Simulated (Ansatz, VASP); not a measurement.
# CdS: VASP beside Ansatz

Contents of INCAR:

```
  ALGO = Normal
  EDIFF = 1E-6
  ENCUT = 520
  GGA = PE
  ISIF = 2
  ISMEAR = 0
  LASPH = T
  LCHARG = T
  LELF = T
  LREAL = F
  LVHAR = T
  LWAVE = F
  NBANDS = 16
  NELM = 80
  PREC = Accurate
  SIGMA = 0.01
```

Contents of KPOINTS:

```
k-points
0
Gamma
  4 4 4
```

The input POSCAR:

```
CdS
1.0
    0.0000000000      2.9165000000      2.9165000000
    2.9165000000      0.0000000000      2.9165000000
    2.9165000000      2.9165000000      0.0000000000
Cd S
1 1
Direct
    0.0098400000      0.9944900000      0.9972900000
    0.2377957535      0.2562942465      0.2604957535
```

Input for Ansatz:

```yaml
crystal:
  lattice:
    - [0.0, 2.9165, 2.9165]
    - [2.9165, 0.0, 2.9165]
    - [2.9165, 2.9165, 0.0]
  atoms:
    - { symbol: Cd, position: [0.00984, 0.99449, 0.99729] }
    - { symbol: S, position: [0.23779575347162693, 0.256294246528373, 0.26049575347162696] }
basis:
  ecutwfc: 540.0
  xc_grid: 2
kpoints:
  mp_grid:
    grid: [4, 4, 4]
hamiltonian:
  xc: pbe
scf:
  convergence:
    dr2_threshold: 1.0e-09
  occupations:
    method: fixed
output:
  forces: true
  stress: true
```

Alike in both runs: task single point; functional PBE; k mesh 4 × 4 × 4; no spin polarisation.

|  | VASP | Ansatz |
| --- | --- | --- |
| version | VASP 6.6.1 | Ansatz 0.2.0 |
| potentials or method | VASP PAW PBE potentials, release 64 (Cd, S), cutoff 520 eV | plane waves, PAW |
| occupations | gaussian, width 0.01 eV | fixed |
| valence electrons in the cell | 18 | 26 |

|  | VASP | Ansatz | Ansatz less VASP |
| --- | --- | --- | --- |
| pressure (GPa) | 3.5 | 3.2 | -0.37 |
| traceless stress, the component that is largest in VASP (GPa) | -1.65 | -1.59 | +0.062 |
| rms of the force components (eV/Å) | 0.230 | 0.224 | -0.0061 |

Atom by atom the forces differ by 0.006 eV/Å (rms over components). VASP's potentials hold 18 valence electrons a cell and Ansatz's 26, so a difference there can come from the potentials and not from the codes. Ansatz's warnings: stress scf threshold loose.

The k mesh is coarse, so the values compare programs but aren't converged.
